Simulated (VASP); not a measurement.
GaN:

```xyz
2
Lattice="0.0000 2.2832 2.2832 2.2832 0.0000 2.2832 2.2832 2.2832 0.0000" Properties=species:S:1:pos:R:3 pbc="T T T"
Ga    0.0000    0.0000    0.0000
N     1.1416    1.1416    1.1416
```

Base run:

| Quantity | Value |
| --- | --- |
| Program | VASP 6.6.1 |
| Functional | b88 exchange, pbe correlation |
| Potentials or basis | VASP PAW PBE potentials, release 64 (Ga_d, N) |
| Cutoff | 600 eV |
| k mesh | 10 × 10 × 10 |
| Occupations | fermi-dirac, width 0.05 eV |
| Spin | no spin polarisation |

Its results: band gap on the k mesh 1.47 eV; pressure -2.4 GPa.

**Question.** The run is repeated on the same cell with these changes: functional from b88 exchange, pbe correlation to B3LYP; cutoff from 600 eV to 520 eV; k mesh from 10 × 10 × 10 to 5 × 5 × 5. What comes out?

**Answer.** Band gap on the k mesh 3.13 eV; pressure -2.2 GPa.

Several settings changed at once.

Caveats: some runs use coarse meshes; the PAW data sets were made with another functional, which shifts forces and pressure a little.

